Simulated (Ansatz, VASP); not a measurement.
MoS2 in VASP and in Ansatz

```
Mo S
1.0
     3.29076    0.00000    0.00000
    -1.64538    2.84989    0.00000
     0.00000    0.00000    6.43628
Mo S
1 2
Direct
  0.00000 0.00000 0.50000
  0.66667 0.33333 0.74468
  0.33333 0.66667 0.25532
```

Change from the starting cell: volume scaled by 1.06.

Alike in both runs: task single point; functional LDA; k mesh 9 × 9 × 4; occupations fermi-dirac, width 0.05 eV; no spin polarisation.

|  | VASP | Ansatz |
| --- | --- | --- |
| version | VASP 6.6.1 | Ansatz 0.2.0 |
| potentials or method | VASP PAW LDA potentials, release 64 (Mo_sv, S), cutoff 520 eV | all-electron LAPW, scalar-relativistic |

Ansatz gave:

- gap on the k mesh at the Fermi level (eV): none
- pressure (GPa): -12.2
- traceless stress, the component that is largest in VASP (GPa): 1.51
- rms of the force components (eV/Å): 0.464

Question: What did VASP give for the same quantities?

Answer: gap on the k mesh at the Fermi level (eV): none; pressure (GPa): -12.1; traceless stress, the component that is largest in VASP (GPa): 1.53; rms of the force components (eV/Å): 0.455.

LDA's correlation is that of Perdew and Zunger in VASP and of Perdew and Wang (1992) in Ansatz. Atom by atom the forces differ by 0.009 eV/Å (rms over components). A gap of «none» marks a metal or a gap that the smearing closes. Ansatz ran all-electron here, and VASP with PAW potentials.
